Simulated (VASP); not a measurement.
Cd, 8 atoms in the cell. The structure is cubic, space group Pm-3n (No. 223). The conventional cell has a = 5.539 Å, b = 5.539 Å, c = 5.539 Å, α = 90.00°, β = 90.00°, γ = 90.00°. Within 4.1 Å of Cd (site symmetry m-3) lie 12 Cd at 3.10 Å. Within 3.7 Å of Cd (site symmetry -4m2) lie 14 Cd at 2.77 to 3.39 Å. 

- Program: VASP 6.6.1
- Task: single point
- Functional: PBEsol
- Potentials or basis: VASP PAW PBE potentials, release 64 (Cd)
- Cutoff: 520 eV
- k mesh: 6 × 6 × 6
- Occupations: fermi-dirac, width 0.1 eV
- Spin: no spin polarisation
- Dipole correction: no
- Further INCAR settings: ALGO = Normal; EDIFF = 1e-06; NBANDS = 58

Potentials or basis: VASP PAW PBE potentials, release 64 (Cd).

The run is started by

```bash
$ cat potpaw_PBE.64/Cd/POTCAR > POTCAR
$ mpirun -np 1 vasp_std > vasp.out
```

Hardware: 1 thread of Intel(R) Xeon(R) Platinum 8488C (Sapphire Rapids), with other jobs on the host.

Problem. How long does it take, and how much memory?

Solution. Wall time 2.8 min on 1 thread of Intel(R) Xeon(R) Platinum 8488C (Sapphire Rapids), with other jobs on the host, peak memory 0.32 GiB. Counts: scf iterations 12, k points 20.
